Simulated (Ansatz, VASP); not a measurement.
Ta8N7 in VASP and in Ansatz

```xyz
15
Lattice="0.0000 4.3990 4.3990 4.3990 0.0000 4.3990 4.3990 4.3990 0.0000" Properties=species:S:1:pos:R:3 pbc="T T T"
Ta    0.0000    0.0000    0.0000
Ta    2.1995    2.1995    0.1432
Ta    2.1995    0.1432    2.1995
Ta    4.2558    2.1995    2.1995
Ta    0.1432    2.1995    2.1995
Ta    2.1995    4.2558    2.1995
Ta    2.1995    2.1995    4.2558
Ta    4.3990    4.3990    4.3990
N     4.3990    4.3990    2.1995
N     4.3990    2.1995    4.3990
N     6.5985    4.3990    4.3990
N     2.1995    4.3990    4.3990
N     4.3990    6.5985    4.3990
N     4.3990    4.3990    6.5985
N     6.5985    6.5985    6.5985
```

Alike in both runs: functional PBE; k mesh 12 × 12 × 12; occupations gaussian, width 0.2 eV; no spin polarisation.

Ansatz relaxed the structure, and its values are those at the end. VASP's run is a single point on that final structure, the one shown.

|  | VASP | Ansatz |
| --- | --- | --- |
| version | VASP 6.6.1 | Ansatz 0.2.0 |
| potentials or method | VASP PAW PBE potentials, release 64 (Ta_pv, N) | scalar-relativistic, plane waves, PAW |
| plane-wave cutoff (eV) | 520 | 420 |
| valence electrons in the cell | 123 | 139 |

Ansatz gave:

```
gap on the k mesh at the Fermi level (eV) : none
pressure (GPa)                            : 0.0
rms of the force components (eV/Å)        : 0.000
```

Estimate VASP's values.

gap on the k mesh at the Fermi level (eV): none; pressure (GPa): 0.6; rms of the force components (eV/Å): 0.009.

A gap of «none» marks a metal or a gap that the smearing closes. With one functional, cell and mesh, what is left measures potentials, basis and numerics. VASP's potentials hold 123 valence electrons a cell and Ansatz's 139, so a difference there can come from the potentials and not from the codes.

Neither program's run includes spin-orbit coupling.
